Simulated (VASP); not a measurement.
A run of VASP 6.6.1 is set up as follows.

File INCAR:

```
SYSTEM = MgF2
PREC = Accurate
ENCUT = 600
EDIFF = 1E-6
ISMEAR = 0
SIGMA = 0.02
LREAL = .FALSE.
LASPH = .TRUE.
NELM = 120
ALGO = Normal
ISIF = 2
LWAVE = .FALSE.
LCHARG = .TRUE.
GGA = PS
LELF = .TRUE.
LVHAR = .TRUE.
NBANDS = 25
GGA_COMPAT = .FALSE.
```

File KPOINTS:

```
regular mesh
0
G
  6 6 8
  0 0 0
```

The input POSCAR:

```
MgF2
1.0
    4.6886723341      0.0000000000      0.0000000000
    0.0000000000      4.6886723341      0.0000000000
    0.0000000000      0.0000000000      3.0873012543
Mg F
2 4
Direct
    0.0000000000      0.0000000000      0.0000000000
    0.5000000000      0.5000000000      0.5000000000
    0.3040321448      0.3040321448      0.0000000000
    0.1959678552      0.8040321448      0.5000000000
    0.6959678552      0.6959678552      0.0000000000
    0.8040321448      0.1959678552      0.5000000000
```

Potentials or basis: VASP PAW PBE potentials, release 64 (Mg, F).

Launch:

```sh
$ cat potpaw_PBE.64/Mg/POTCAR potpaw_PBE.64/F/POTCAR > POTCAR
$ mpirun -np 1 vasp_std > vasp.out
```

Task: Predict the band gap on the k mesh.

Result: 6.67 eV.

Task: Predict the pressure.

Result: -3.6 GPa.

Stress tensor (GPa, compression positive):
```
-3.60  0.00  0.00
 0.00 -3.60  0.00
 0.00  0.00 -3.75
```

Caveat: the cell stands under tension; the PAW data sets were made with another functional, which shifts forces and pressure a little. A k mesh can miss the band edges.
